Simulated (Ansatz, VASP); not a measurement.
KCl in VASP and in Ansatz

File INCAR:

```
ALGO     = Normal         # electronic algorithm
EDIFF    = 1E-6           # SCF threshold, eV
ENCUT    = 520            # plane-wave cutoff, eV
GGA      = PE             # functional
ISIF     = 2              # what is computed and relaxed
ISMEAR   = -1             # smearing method
LASPH    = True           # aspherical terms in the spheres
LCHARG   = False          # write CHGCAR
LREAL    = False          # projectors in reciprocal space
LWAVE    = False          # write WAVECAR
NBANDS   = 15             # bands
NELM     = 100            # most SCF steps
PREC     = Accurate       # precision mode
SIGMA    = 0.03           # smearing width, eV
```

Contents of KPOINTS:

```
k-points
0
Gamma
  7 7 7
```

Contents of POSCAR:

```
KCl
1.0
    0.0000000000      3.1245390000      3.1561000000
    3.1245390000      0.0000000000      3.1561000000
    3.1245390000      3.1245390000      0.0000000000
K Cl
1 1
Direct
    0.0000000000      0.0000000000      0.0000000000
    0.5000000000      0.5000000000      0.5000000000
```

Input for Ansatz:

```yaml
crystal:
  lattice:
    - [0.0, 3.124539, 3.1561]
    - [3.124539, 0.0, 3.1561]
    - [3.124539, 3.124539, 0.0]
  atoms:
    - { symbol: K, position: [0.0, 0.0, 0.0] }
    - { symbol: Cl, position: [0.5, 0.5, 0.5] }
kpoints:
  mp_grid: { grid: [7, 7, 7] }
  band_path:
    path:
      - [0.0, 0.0, 0.0]
      - [0.0, 0.5, 0.5]
      - [0.25, 0.75, 0.5]
      - [0.0, 0.5, 0.0]
      - [0.0, 0.0, 0.0]
      - [0.5, 0.5, 0.0]
      - [0.3725125, 0.6274875, 0.0]
      - [-0.3725125, 0.3725125, 0.0]
      - [0.0, 0.0, 0.0]
    npoints: 5
scf:
  occupations: { method: fermi_dirac, width: 0.03 }
hamiltonian:
  xc: pbe
  pseudopotentials: { kind: all_electron, lapw: { basis_error: 0.001 } }
output:
  forces: true
  stress: true
  eigenvalues: true
```

Change from the starting cell: equal xx and yy strain of -1 %.

Alike in both runs: task single point; functional PBE; k mesh 7 × 7 × 7; occupations fermi-dirac, width 0.03 eV; no spin polarisation.

|  | VASP | Ansatz |
| --- | --- | --- |
| version | VASP 6.6.1 | Ansatz 0.2.0 |
| potentials or method | VASP PAW PBE potentials, release 64 (K_sv, Cl), cutoff 520 eV | all-electron LAPW, scalar-relativistic |

|  | VASP | Ansatz | Ansatz less VASP |
| --- | --- | --- | --- |
| gap on the k mesh at the Fermi level (eV) | 5.22 | 5.22 | +0.001 |
| pressure (GPa) | 1.0 | 1.0 | -0.03 |
| traceless stress, the component that is largest in VASP (GPa) | -0.27 | -0.26 | +0.005 |

Ansatz ran all-electron here, and VASP with PAW potentials.
